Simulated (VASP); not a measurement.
Input of a VASP 6.6.1 run:

INCAR

```
SYSTEM = KBr
ALGO = Normal
EDIFF = 1E-6
ENCUT = 520
GGA = CA
ISIF = 2
ISMEAR = 0
LASPH = .True.
LCHARG = .False.
LREAL = .False.
LWAVE = .False.
NBANDS = 15
NELM = 60
PREC = Accurate
SIGMA = 0.05
```

File KPOINTS:

```
k-points
0
Gamma
  6 6 6
  0 0 0
```

The input POSCAR:

```
KBr
1.0
    0.0000000000      3.3912750000      3.1937250000
    3.3912750000      0.0000000000      3.1937250000
    3.3912750000      3.3912750000      0.0000000000
K Br
1 1
Direct
    0.0000000000      0.0000000000      0.0000000000
    0.5000000000      0.5000000000      0.5000000000
```

Potentials or basis: VASP PAW LDA potentials, release 64 (K_sv, Br).

Launch:

```console
$ cat potpaw_LDA.64/K_sv/POTCAR potpaw_LDA.64/Br/POTCAR > POTCAR
$ mpirun -np 1 vasp_std > vasp.out
```

Problem. Predict the band gap on the k mesh.

Solution. 3.96 eV, direct.

Problem. What does it give for the pressure?

Solution. -1.7 GPa.

Stress tensor (GPa, compression positive):
```
-2.20  0.00  0.00
 0.00 -2.20  0.00
 0.00  0.00 -0.65
```

Caveat: the cell differs from its parent crystal (strain +0.030 along x and y, -0.030 along z).
